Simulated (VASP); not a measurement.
CdS (Greenockite):

```
Cd S
1.0
     3.95638    0.00000    0.00000
    -1.97819    3.42632    0.00000
     0.00000    0.00000    6.46416
Cd S
2 2
Direct
  0.33333 0.66667 0.99996
  0.66667 0.33333 0.49996
  0.33333 0.66667 0.37504
  0.66667 0.33333 0.87504
```

Base run:

```yaml
Program: VASP 6.6.1
Functional: LDA
Potentials_or_basis: VASP PAW LDA potentials, release 64 (Cd, S)
Cutoff: 520 eV
k_mesh: 6 × 6 × 4
Occupations: gaussian, width 0.01 eV
Spin: no spin polarisation
```

Its results: band gap on the k mesh 1.24 eV, direct; pressure 7.8 GPa.

Task: The run is repeated on the same cell with these changes: potentials or basis from VASP PAW LDA potentials, release 64 (Cd, S) to VASP PAW LDA potentials, release 64 (Cd_sv_GW, S); cutoff from 520 eV to 540 eV; further incar settings from ALGO = Normal; EDIFF = 1e-07; NBANDS = 26 to ALGO = Normal; EDIFF = 1e-06; NBANDS = 34; valence electrons from 36 to 52. What comes out?

Result: Band gap on the k mesh 1.22 eV, direct; pressure 6.0 GPa.

